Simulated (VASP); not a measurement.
# ZrB2 (P6/mmm) in VASP: a series of runs

Aim: see how the results for ZrB2 move with the level of theory and the settings. Levels: revPBE, r2SCAN+D4, PBE. Tasks: relaxation of cell and atoms, single point.

Program: VASP 6.6.1. These are calculated values, not measurements. Logs are shortened: lines on timing, memory, paths and dates and some standing lists are left out, and cuts for length are marked.

### 1 The cell of the first run

Symmetry: P6/mmm, No. 191, hexagonal system. Conventional cell: a = 3.170 Å, b = 3.170 Å, c = 3.533 Å, α = 90.00°, β = 90.00°, γ = 120.00°. Zr (site symmetry 6/mmm) has 12 B at 2.54 Å and 6 Zr at 3.17 Å within 3.4 Å. Within 2.4 Å of B (site symmetry -6m2) lie 3 B at 1.83 Å.

### 2 Relaxation of cell and atoms, revPBE

File INCAR:

```
SYSTEM = ZrB2
PREC     = Accurate       ! precision mode
ENCUT    = 600            ! plane-wave cutoff, eV
EDIFF    = 1E-6           ! SCF threshold, eV
ISMEAR   = -1             ! smearing method
SIGMA    = 0.05           ! smearing width, eV
LREAL    = .FALSE.        ! projectors in reciprocal space
LASPH    = .TRUE.         ! aspherical terms in the spheres
NELM     = 60             ! most SCF steps
ALGO     = Normal         ! electronic algorithm
ISIF     = 3              ! what is computed and relaxed
LWAVE    = .FALSE.        ! write WAVECAR
LCHARG   = .FALSE.        ! write CHGCAR
GGA      = RE             ! functional
IBRION   = 2              ! ionic algorithm
NSW      = 60             ! ionic steps
EDIFFG   = -0.01          ! ionic threshold
```

File KPOINTS:

```
Automatic mesh
0
G
  10 10 8
  0 0 0
```

File POSCAR:

```
ZrB2
1.0
    3.1700000000      0.0000000000      0.0000000000
   -1.5850000000      2.7453005300      0.0000000000
    0.0000000000      0.0000000000      3.5330000000
Zr B
1 2
Direct
    0.0000000000      0.0000000000      0.0000000000
    0.6666666667      0.3333333333      0.5000000000
    0.3333333333      0.6666666667      0.5000000000
```

Potentials or basis: VASP PAW PBE potentials, release 64 (Zr_sv, B).

Run with:

```bash
$ cat potpaw_PBE.64/Zr_sv/POTCAR potpaw_PBE.64/B/POTCAR > POTCAR
$ mpirun -np 1 vasp_std > vasp.out
```

OUTCAR:

```text
SYSTEM = ZrB2
   PREC = Accurate
   ENCUT = 600
   EDIFF = 1E-6
   ISMEAR = -1
   LREAL = .FALSE.
   LASPH = .TRUE.
   NELM = 60
   ISIF = 3
   GGA = RE
   IBRION = 2
   NSW = 60
   EDIFFG = -0.01

 ion  position               nearest neighbor table
   1  0.000  0.000  0.000-   2 2.54   3 2.54   2 2.54   3 2.54   2 2.54   2 2.54   3 2.54   3 2.54
                             2 2.54   2 2.54   3 2.54   3 2.54
   2  0.667  0.333  0.500-   3 1.83   3 1.83   3 1.83   1 2.54   1 2.54   1 2.54   1 2.54   1 2.54
                             1 2.54
   3  0.333  0.667  0.500-   2 1.83   2 1.83   2 1.83   1 2.54   1 2.54   1 2.54   1 2.54   1 2.54
                             1 2.54

  LATTYP: Found a hexagonal cell.
 ALAT       =     3.1700000000
 C/A-ratio  =     1.1145110410

  Lattice vectors:

 A1 = (   3.1700000000,   0.0000000000,   0.0000000000)
 A2 = (  -1.5850000000,   2.7453005300,   0.0000000000)
 A3 = (   0.0000000000,   0.0000000000,   3.5330000000)

Analysis of symmetry for initial positions (statically):
=====================================================================
 Subroutine PRICEL returns:
 Original cell was already a primitive cell.

 Routine SETGRP: Setting up the symmetry group for a
 hexagonal supercell.

 Subroutine GETGRP returns: Found 24 space group operations
 (whereof 24 operations were pure point group operations)
 out of a pool of 24 trial point group operations.

The static configuration has the point symmetry D_6h.

Analysis of symmetry for dynamics (positions and initial velocities):
=====================================================================
 Subroutine PRICEL returns:
 Original cell was already a primitive cell.

 Routine SETGRP: Setting up the symmetry group for a
 hexagonal supercell.

 Subroutine GETGRP returns: Found 24 space group operations
 (whereof 24 operations were pure point group operations)
 out of a pool of 24 trial point group operations.

The dynamic configuration has the point symmetry D_6h.

 Subroutine INISYM returns: Found 24 space group operations
 (whereof 24 operations are pure point group operations),
 and found     1 'primitive' translations

----------------------------------------------------------------------------------------

                                     Primitive cell

  volume of cell :      30.7463

  direct lattice vectors                    reciprocal lattice vectors
     3.170000000  0.000000000  0.000000000     0.315457413  0.182129422  0.000000000
[... 105 lines left out ...]
   IALGO  =     38    algorithm
   IMIX   =      4    mixing-type and parameters
     AMIX     =   0.40;   BMIX     =  1.00
     AMIX_MAG =   1.60;   BMIX_MAG =  1.00
  volume/ion in A,a.u.               =      10.25        69.16
  Fermi-wavevector in a.u.,A,eV,Ry     =   1.369519  2.588016 25.518847  1.875582
  Thomas-Fermi vector in A             =   2.495387
   LORBIT       =      0    0 simple, 1 ext, 2 COOP (PROOUT), +10 PAW based schemes
   GGA     = RE    functional components
   LHFCALC =     F    Hartree Fock is set to
   AEXX    =    0.0000 exact exchange contribution
   IVDW    =     0    specifies the selected vdW correction
   LEPSILON=     F    determine dielectric tensor
   LRPA    =     F    only Hartree local field effects (RPA)
 conjugate gradient relaxation of ions
 non-spin polarized calculation
  energy-cutoff  :      600.00
  volume of cell :       30.75
 maximum number of plane-waves:      1046
 NGX is ok and might be reduce to    28
   NGX = 13   NGY = 13   NGZ = 15

--------------------------------------- Ionic step        1  -------------------------------------------

 number of electron      18.0000000 magnetization

 Free energy of the ion-electron system (eV)
  ---------------------------------------------------
  ext. energy  EPLUGINS =         0.00000000
  ---------------------------------------------------
  free energy    TOTEN  =       -24.11475429 eV

  energy without entropy =      -24.11190463  energy(sigma->0) =      -24.11332946

------------------------ aborting loop because EDIFF is reached ----------------------------------------

  FORCE on cell =-STRESS in cart. coord.  units (eV):
  Direction    XX          YY          ZZ          XY          YZ          ZX
  --------------------------------------------------------------------------------------
  -------------------------------------------------------------------------------------
  Total        0.6333988      0.6333988      0.8038135      0.0000000     -0.0000000      0.0000000
  in kB       33.0061612     33.0061612     41.8864056      0.0000000     -0.0000000      0.0000000
  external PRESSURE =      35.9662427 kB  Pullay stress =       0.0000000 kB
[... 98 lines left out ...]
--------------------------------------- Ionic step        4  -------------------------------------------

 number of electron      18.0000000 magnetization

 Free energy of the ion-electron system (eV)
  ---------------------------------------------------
  ext. energy  EPLUGINS =         0.00000000
  ---------------------------------------------------
  free energy    TOTEN  =       -24.12011645 eV

  energy without entropy =      -24.11728875  energy(sigma->0) =      -24.11870260

 E-fermi :  10.3471     XC(G=0): -12.3411

 val. band max:       10.3131878339   @ k =   0.2000   0.2000   0.1250
 cond. band min:      10.4813059194   @ k =   0.0000   0.0000   0.2500
 fundamental gap:      0.1681180855
 Fermi energy:        10.3470651058

 k-point     1 :       0.0000    0.0000    0.0000
  band No.  band energies     occupation
      1     -38.2812      2.00000
      2     -16.4544      2.00000
      3     -15.9249      2.00000
      4     -15.9249      2.00000
      5      -2.2747      2.00000
      6       7.8548      2.00000
      7       7.8548      2.00000
      8       7.8684      2.00000
      9       8.0416      2.00000
     10      13.7609      0.00000
     11      13.7609      0.00000
     12      14.5134      0.00000
     13      14.5134      0.00000
[... 354 lines left out ...]
  band No.  band energies     occupation
      1     -38.1687      2.00000
      2     -16.7656      2.00000
      3     -16.3293      2.00000
      4     -16.1746      2.00000
      5       1.1703      2.00000
      6       2.4394      2.00000
      7       6.2389      2.00000
      8       6.9885      2.00000
      9       8.4042      2.00000
     10      11.5580      0.00000
     11      14.0436      0.00000
     12      14.3023      0.00000
     13      15.9462      0.00000

 [... further k-points ...]
[... 5 lines left out ...]
  --------------------------------------------------------------------------------------
  -------------------------------------------------------------------------------------
  Total       -0.0027209     -0.0027209      0.0094943      0.0000000     -0.0000000     -0.0000000
  in kB       -0.1396580     -0.1396580      0.4873148      0.0000000     -0.0000000     -0.0000000
  external PRESSURE =       0.0693329 kB  Pullay stress =       0.0000000 kB
[... 18 lines left out ...]
  FREE ENERGIE OF THE ION-ELECTRON SYSTEM (eV)
  ---------------------------------------------------
  free  energy   TOTEN  =       -24.1201164483 eV

  energy  without entropy=      -24.1172887542  energy(sigma->0) =      -24.11870260

 reached required accuracy - stopping structural energy minimisation
```

CONTCAR:

```text
ZrB2
   1.00000000000000
     3.1823614793159538    0.0000000000000000    0.0000000000000000
    -1.5911807396579769    2.7560058851160107    0.0000000000000000
    -0.0000000000000000    0.0000000000000000    3.5590580714219970
  Zr              B
     1     2
Direct
     1.0000000000000000    0.0000000000000000    1.0000000000000000
     0.6666666667000030    0.3333333332999970    0.5000000000000000
     0.3333333332999970    0.6666666667000030    0.5000000000000000

  0.00000000E+00  0.00000000E+00  0.00000000E+00
  0.00000000E+00  0.00000000E+00  0.00000000E+00
  0.00000000E+00  0.00000000E+00  0.00000000E+00
```

It took 75 s on 1 thread of Intel Xeon 6975P-C, shared host; peak memory 0.19 GiB.

Results:

```yaml
Free_energy: -24.1201 eV
Relaxed_volume: 10.41 Å³/atom
Relaxed_cell: a = 3.182 Å, b = 3.182 Å, c = 3.559 Å, α = 90.00°, β = 90.00°, γ = 120.00°
Space_group_after_relaxing_to_0.05_Å: P6/mmm (No. 191)
Energy_gained_by_relaxing: 1.8 meV/atom
Ionic_steps: 4
Pressure_after_relaxing: 0.0 GPa
Band_gap_on_the_k_mesh: zero (band 9 reaches 11.02 eV, above the bottom of band 10 at 10.20 eV)
```

The path:
| step | energy change (eV) | largest force (eV/Å) | pressure (GPa) | volume (Å³) |
| --- | --- | --- | --- | --- |
| 1 | 0.0000 | 0.0000 | 3.60 | 30.75 |
| 2 | 0.0019 | 0.0000 | -4.03 | 31.78 |
| 3 | -0.0052 | 0.0000 | -0.04 | 31.22 |
| 4 | -0.0054 | 0.0000 | 0.01 | 31.22 |

Final structure:
```
CELL_PARAMETERS angstrom
3.18236 0.00000 0.00000
-1.59118 2.75601 0.00000
0.00000 0.00000 3.55906
ATOMIC_POSITIONS crystal
Zr 0.00000 0.00000 0.00000
B 0.66667 0.33333 0.50000
B 0.33333 0.66667 0.50000
```

Levels at points of the mesh, in eV from the Fermi level:
```csv
k point,band 5,band 6,band 7,band 8,band 9,band 10,band 11,band 12,band 13
"(0.00, 0.00, 0.00)",-12.62,-2.49,-2.49,-2.48,-2.31,3.41,3.41,4.17,4.17
"(0.50, 0.00, 0.00)",-8.83,-8.46,-3.78,-2.95,-2.56,2.28,2.34,4.93,4.97
"(0.00, 0.00, 0.50)",-10.67,-6.85,-0.85,-0.85,0.44,0.44,0.84,0.84,1.83
"(0.50, 0.00, 0.50)",-9.81,-6.93,-4.46,-4.00,-1.96,3.71,4.07,5.28,6.13
```

Caveat: the PAW data sets were made with another functional, which shifts forces and pressure a little.

(Continued in part 2 of 2.)
